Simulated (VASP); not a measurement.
# MoS2 (P6_3/mmc) in VASP: a series of runs

The runs below take MoS2 through single point, with PBEsol.

All numbers are computed with VASP 6.6.1; they aren't measurements. Logs are shortened: lines on timing, memory, paths and dates and some standing lists are left out, and cuts for length are marked.

### Step 1. The cell of the first run

The structure is hexagonal, space group P6_3/mmc (No. 194). Conventional cell: a = 3.016 Å, b = 3.016 Å, c = 12.193 Å, α = 90.00°, β = 90.00°, γ = 120.00°. Within 3.0 Å of Mo (site symmetry -6m2) lie 6 S at 2.31 Å. Within 3.0 Å of S (site symmetry 3m) lie 3 Mo at 2.31 Å.

### Step 2. Single point, PBEsol

INCAR

```
ALGO     = Normal         # electronic algorithm
EDIFF    = 1E-6           # SCF threshold, eV
ENCUT    = 520            # plane-wave cutoff, eV
GGA      = PS             # functional
ISIF     = 2              # what is computed and relaxed
ISMEAR   = 1              # smearing method
LASPH    = True           # aspherical terms in the spheres
LCHARG   = False          # write CHGCAR
LREAL    = False          # projectors in reciprocal space
LWAVE    = False          # write WAVECAR
NBANDS   = 35             # bands
NELM     = 80             # most SCF steps
PREC     = Accurate       # precision mode
SIGMA    = 0.138          # smearing width, eV
```

KPOINTS

```
k-points
0
Gamma
  12 12 2
```

POSCAR

```
MoS2
1.0
    3.0160000000      0.0000000000      0.0000000000
   -1.5080000000      2.6119326178      0.0000000000
    0.0000000000      0.0000000000     12.1932000000
Mo S
2 4
Direct
    0.3333333333      0.6666666667      0.2500000000
    0.6666666667      0.3333333333      0.7500000000
    0.3333333333      0.6666666667      0.6259932117
    0.6666666667      0.3333333333      0.1259932117
    0.3333333333      0.6666666667      0.8740067883
    0.6666666667      0.3333333333      0.3740067883
```

Potentials or basis: VASP PAW PBE potentials, release 64 (Mo_sv, S).

On the command line:

```sh
$ cat potpaw_PBE.64/Mo_sv/POTCAR potpaw_PBE.64/S/POTCAR > POTCAR
$ mpirun -np 1 vasp_std > vasp.out
```

OUTCAR:

```text
EDIFF = 1E-6
   ENCUT = 520
   GGA = PS
   ISIF = 2
   ISMEAR = 1
   LASPH = True
   LREAL = False
   NELM = 80
   PREC = Accurate

 ion  position               nearest neighbor table
   1  0.333  0.667  0.250-   4 2.31   6 2.31   4 2.31   6 2.31   4 2.31   6 2.31
   2  0.667  0.333  0.750-   3 2.31   5 2.31   3 2.31   5 2.31   3 2.31   5 2.31
   3  0.333  0.667  0.626-   2 2.31   2 2.31   2 2.31
   4  0.667  0.333  0.126-   1 2.31   1 2.31   1 2.31
   5  0.333  0.667  0.874-   2 2.31   2 2.31   2 2.31
   6  0.667  0.333  0.374-   1 2.31   1 2.31   1 2.31

  LATTYP: Found a hexagonal cell.
 ALAT       =     3.0160000000
 C/A-ratio  =     4.0428381963

  Lattice vectors:

 A1 = (   3.0160000000,   0.0000000000,   0.0000000000)
 A2 = (  -1.5080000000,   2.6119326178,   0.0000000000)
 A3 = (   0.0000000000,   0.0000000000,  12.1932000000)

Analysis of symmetry for initial positions (statically):
=====================================================================
 Subroutine PRICEL returns:
 Original cell was already a primitive cell.

 Routine SETGRP: Setting up the symmetry group for a
 hexagonal supercell.

 Subroutine GETGRP returns: Found 24 space group operations
 (whereof 12 operations were pure point group operations)
 out of a pool of 24 trial point group operations.

The static configuration has the point symmetry D_3d.
 The point group associated with its full space group is D_6h.

Analysis of symmetry for dynamics (positions and initial velocities):
=====================================================================
 Subroutine PRICEL returns:
 Original cell was already a primitive cell.

 Routine SETGRP: Setting up the symmetry group for a
 hexagonal supercell.

 Subroutine GETGRP returns: Found 24 space group operations
 (whereof 12 operations were pure point group operations)
 out of a pool of 24 trial point group operations.

The dynamic configuration has the point symmetry D_3d.
 The point group associated with its full space group is D_6h.

 Subroutine INISYM returns: Found 24 space group operations
 (whereof 12 operations are pure point group operations),
 and found     1 'primitive' translations

----------------------------------------------------------------------------------------

                                     Primitive cell

  volume of cell :      96.0530

  direct lattice vectors                    reciprocal lattice vectors
     3.016000000  0.000000000  0.000000000     0.331564987  0.191429134  0.000000000
    -1.508000000  2.611932618  0.000000000     0.000000000  0.382858269  0.000000000
     0.000000000  0.000000000 12.193200000     0.000000000  0.000000000  0.082012925

  length of vectors
     3.016000000  3.016000000 12.193200000     0.382858269  0.382858269  0.082012925

  position of ions in fractional coordinates (direct lattice)
     0.333333333  0.666666667  0.250000000
     0.666666667  0.333333333  0.750000000
     0.333333333  0.666666667  0.625993212
     0.666666667  0.333333333  0.125993212
     0.333333333  0.666666667  0.874006788
     0.666666667  0.333333333  0.374006788

  ion indices of the primitive-cell ions
   primitive index   ion index
                 1           1
                 2           2
                 3           3
                 4           4
                 5           5
                 6           6

----------------------------------------------------------------------------------------

 KPOINTS: k-points

Automatic generation of k-mesh.
 Grid dimensions read from file:
 generate k-points for:   12   12    2

 Generating k-lattice:

  Cartesian coordinates                     Fractional coordinates (reciprocal lattice)
     0.027630416  0.015952428  0.000000000     0.083333333  0.000000000  0.000000000
     0.000000000  0.031904856  0.000000000     0.000000000  0.083333333  0.000000000
     0.000000000  0.000000000  0.041006463     0.000000000  0.000000000  0.500000000

  Length of vectors
     0.031904856  0.031904856  0.041006463

  Shift w.r.t. Gamma in fractional coordinates (k-lattice)
     0.000000000  0.000000000  0.000000000

 Subroutine IBZKPT returns following result:
 ===========================================

 Found     38 irreducible k-points:

 Following reciprocal coordinates:
            Coordinates               Weight
  0.000000  0.000000  0.000000      1.000000
  0.083333  0.000000  0.000000      6.000000
  0.166667  0.000000  0.000000      6.000000
  0.250000 -0.000000  0.000000      6.000000
  0.333333  0.000000  0.000000      6.000000
  0.416667 -0.000000  0.000000      6.000000
[... 16 lines left out ...]
  0.250000 -0.000000  0.500000      6.000000
  0.333333  0.000000  0.500000      6.000000
 [... further k-points ...]
   k-points           NKPTS =     38   k-points in BZ     NKDIM =     38   number of bands    NBANDS=     35
   number of dos      NEDOS =    301   number of ions     NIONS =      6
   total plane-waves  NPLWV =  55296
   dimension x,y,z NGX =    24 NGY =   24 NGZ =   96
   dimension x,y,z NGXF=    48 NGYF=   48 NGZF=  192
   ions per type =               2   4
   NGX,Y,Z   is equivalent  to a cutoff of  13.23, 13.23, 13.09 a.u.
   NGXF,Y,Z  is equivalent  to a cutoff of  26.46, 26.46, 26.18 a.u.
 SYSTEM =  unknown system
   PREC   = accura    normal or accurate (medium, high low for compatibility)
   ISTART =      0    job   : 0-new  1-cont  2-samecut
   ICHARG =      2    charge: 1-file 2-atom 10-const
   ISPIN  =      1    spin polarized calculation?
   LNONCOLLINEAR =      F non collinear calculations
   LSORBIT =      F    spin-orbit coupling
   LASPH  =      T    aspherical Exc in radial PAW
   ENCUT  =  520.0 eV  38.22 Ry    6.18 a.u.   5.61  5.61 22.67*2*pi/ulx,y,z
   NELM   =     80;   NELMIN=  2; NELMDL= -5     # of ELM steps
   EDIFF  = 0.1E-05   stopping-criterion for ELM
   LREAL  =      F    real-space projection
   EDIFFG = 0.1E-04   stopping-criterion for IOM
   NSW    =      0    number of steps for IOM
   IBRION =     -1    ionic relax: 0-MD 1-quasi-New 2-CG
   NFREE  =      0    steps in history (QN), initial steepest desc. (CG)
   ISIF   =      2    stress and relaxation
   ISYM   =      2    0-nonsym 1-usesym 2-fastsym
   POTIM  = 0.5000    time-step for ionic-motion
   TEBEG  =    0.0;   TEEND  =   0.0 temperature during run
   PSTRESS=    0.0 pullay stress
   NELECT =      52.0000    total number of electrons
   NUPDOWN=      -1.0000    fix difference up-down
   EMIN   =  10.00;   EMAX   =-10.00  energy-range for DOS
   EFERMI =   0.00;   METHOD = LEGACY
   ISMEAR =     1;   SIGMA  =   0.14  broadening in eV -4-tet -1-fermi 0-gaus
   EFERMI_NEDOS =   21; number of points for ismear=-14 and -15
   IALGO  =     38    algorithm
   IMIX   =      4    mixing-type and parameters
     AMIX     =   0.40;   BMIX     =  1.00
     AMIX_MAG =   1.60;   BMIX_MAG =  1.00
  volume/ion in A,a.u.               =      16.01       108.03
  Fermi-wavevector in a.u.,A,eV,Ry     =   1.334255  2.521377 24.221599  1.780237
  Thomas-Fermi vector in A             =   2.463051
   LORBIT       =      0    0 simple, 1 ext, 2 COOP (PROOUT), +10 PAW based schemes
   GGA     = PS    functional components
   LHFCALC =     F    Hartree Fock is set to
   AEXX    =    0.0000 exact exchange contribution
   IVDW    =     0    specifies the selected vdW correction
   LEPSILON=     F    determine dielectric tensor
   LRPA    =     F    only Hartree local field effects (RPA)
 non-spin polarized calculation
 Methfessel and Paxton  Order N= 1 SIGMA  =   0.14
  energy-cutoff  :      520.00
  volume of cell :       96.05
 maximum number of plane-waves:      2626
 NGX is ok and might be reduce to    24
   NGX = 11   NGY = 11   NGZ = 45

 number of electron      52.0000003 magnetization

 Free energy of the ion-electron system (eV)
  ---------------------------------------------------
  ext. energy  EPLUGINS =         0.00000000
  ---------------------------------------------------
  free energy    TOTEN  =       -46.19879026 eV

  energy without entropy =      -46.19890058  energy(sigma->0) =      -46.19882704

 E-fermi :   8.8641     XC(G=0): -11.4841

 val. band max:        8.7743267046   @ k =   0.0000   0.0000   0.0000
 cond. band min:       9.7344706127   @ k =   0.1667   0.1667   0.0000
 fundamental gap:      0.9601439082
 Fermi energy:         8.8641380619

 k-point     1 :       0.0000    0.0000    0.0000
  band No.  band energies     occupation
      1     -52.4295      2.00000
      2     -52.4295      2.00000
      3     -26.7867      2.00000
      4     -26.7865      2.00000
      5     -26.3356      2.00000
      6     -26.3356      2.00000
[... 27 lines left out ...]
     34      11.8791      0.00000
     35      14.9627      0.00000

 k-point     2 :       0.0833    0.0000    0.0000
  band No.  band energies     occupation
      1     -52.4242      2.00000
      2     -52.4242      2.00000
      3     -26.7769      2.00000
      4     -26.7767      2.00000
      5     -26.3830      2.00000
      6     -26.3830      2.00000
[... 27 lines left out ...]
     34      11.7311      0.00000
     35      15.5285      0.00000

 k-point     3 :       0.1667    0.0000    0.0000
  band No.  band energies     occupation
      1     -52.4097      2.00000
      2     -52.4097      2.00000
      3     -26.7501      2.00000
      4     -26.7500      2.00000
      5     -26.5107      2.00000
      6     -26.5107      2.00000
[... 27 lines left out ...]
     34      12.1949      0.00000
     35      16.6531      0.00000

 k-point     4 :       0.2500   -0.0000    0.0000
  band No.  band energies     occupation
      1     -52.3898      2.00000
      2     -52.3898      2.00000
      3     -26.7133      2.00000
      4     -26.7132      2.00000
      5     -26.6814      2.00000
      6     -26.6814      2.00000
[... 27 lines left out ...]
     34      12.7609      0.00000
     35      16.6900      0.00000

 k-point     5 :       0.3333    0.0000    0.0000
  band No.  band energies     occupation
      1     -52.3698      2.00000
      2     -52.3698      2.00000
      3     -26.8482      2.00000
      4     -26.8482      2.00000
      5     -26.6763      2.00000
      6     -26.6762      2.00000
[... 638 lines left out ...]
 k-point    22 :       0.1667    0.0000    0.5000
  band No.  band energies     occupation
      1     -52.4097      2.00000
      2     -52.4097      2.00000
      3     -26.7501      2.00000
      4     -26.7501      2.00000
      5     -26.5107      2.00000
      6     -26.5107      2.00000
[... 27 lines left out ...]
     34      12.1376      0.00000
     35      16.7125      0.00000

 k-point    23 :       0.2500   -0.0000    0.5000
  band No.  band energies     occupation
      1     -52.3898      2.00000
      2     -52.3898      2.00000
      3     -26.7133      2.00000
      4     -26.7133      2.00000
      5     -26.6814      2.00000
      6     -26.6814      2.00000
[... 27 lines left out ...]
     34      12.6477      0.00000
     35      16.4102      0.00000

 k-point    24 :       0.3333    0.0000    0.5000
  band No.  band energies     occupation
      1     -52.3698      2.00000
      2     -52.3698      2.00000
      3     -26.8482      2.00000
      4     -26.8482      2.00000
      5     -26.6763      2.00000
      6     -26.6763      2.00000
[... 27 lines left out ...]
     34      12.9886      0.00000
     35      15.6414      0.00000

 [... further k-points ...]

------------------------ aborting loop because EDIFF is reached ----------------------------------------

  FORCE on cell =-STRESS in cart. coord.  units (eV):
  Direction    XX          YY          ZZ          XY          YZ          ZX
  --------------------------------------------------------------------------------------
  -------------------------------------------------------------------------------------
  Total       13.0816041     13.0816041     12.9969062      0.0000000     -0.0000000      0.0000000
  in kB      218.2029307    218.2029307    216.7901592      0.0000000     -0.0000000      0.0000000
  external PRESSURE =     217.7320069 kB  Pullay stress =       0.0000000 kB

 VOLUME and BASIS-vectors are now :
 -----------------------------------------------------------------------------
  energy-cutoff  :      520.00
  volume of cell :       96.05
      direct lattice vectors                 reciprocal lattice vectors
     3.016000000  0.000000000  0.000000000     0.331564987  0.191429134  0.000000000
    -1.508000000  2.611932618  0.000000000     0.000000000  0.382858269  0.000000000
     0.000000000  0.000000000 12.193200000     0.000000000  0.000000000  0.082012925

 POSITION                                       TOTAL-FORCE (eV/Angst)
 -----------------------------------------------------------------------------------
     -0.00000      1.74129      3.04830        -0.000000     -0.000000      0.000000
      1.50800      0.87064      9.14490         0.000000      0.000000      0.000000
     -0.00000      1.74129      7.63286         0.000000     -0.000000     -2.064364
      1.50800      0.87064      1.53626         0.000000      0.000000     -2.064364
     -0.00000      1.74129     10.65694         0.000000     -0.000000      2.064364
      1.50800      0.87064      4.56034         0.000000      0.000000      2.064364
 -----------------------------------------------------------------------------------
    total drift:                               -0.000000      0.000000     -0.000000

  FREE ENERGIE OF THE ION-ELECTRON SYSTEM (eV)
  ---------------------------------------------------
  free  energy   TOTEN  =       -46.1987902632 eV

  energy  without entropy=      -46.1989005838  energy(sigma->0) =      -46.19882704
```

Run time: 1.7 min. Hardware: 1 thread of Intel Xeon Platinum 8375C at 2.90GHz (Ice Lake), shared host; peak memory 0.27 GiB.

Results:

| Property | Result |
| --- | --- |
| Free energy | -46.1988 eV |
| Pressure | 21.8 GPa |
| Largest force | 2.064 eV/Å |
| Band gap on the k mesh | 0.96 eV, indirect (least direct gap 2.09 eV) |

Forces on the atoms (eV/Å):
```
Mo   0.000  0.000  0.000
Mo   0.000  0.000  0.000
S    0.000  0.000 -2.064
S    0.000  0.000 -2.064
S    0.000  0.000  2.064
S    0.000  0.000  2.064
```

Caveat: the PAW data sets were made with another functional, which shifts forces and pressure a little; this functional lacks dispersion, which binds the layers, so the pressure and a relaxed spacing across them are unreliable. PBEsol gaps usually lie below the measured ones, often by a third to a half.

(Continued in part 2 of 2.)
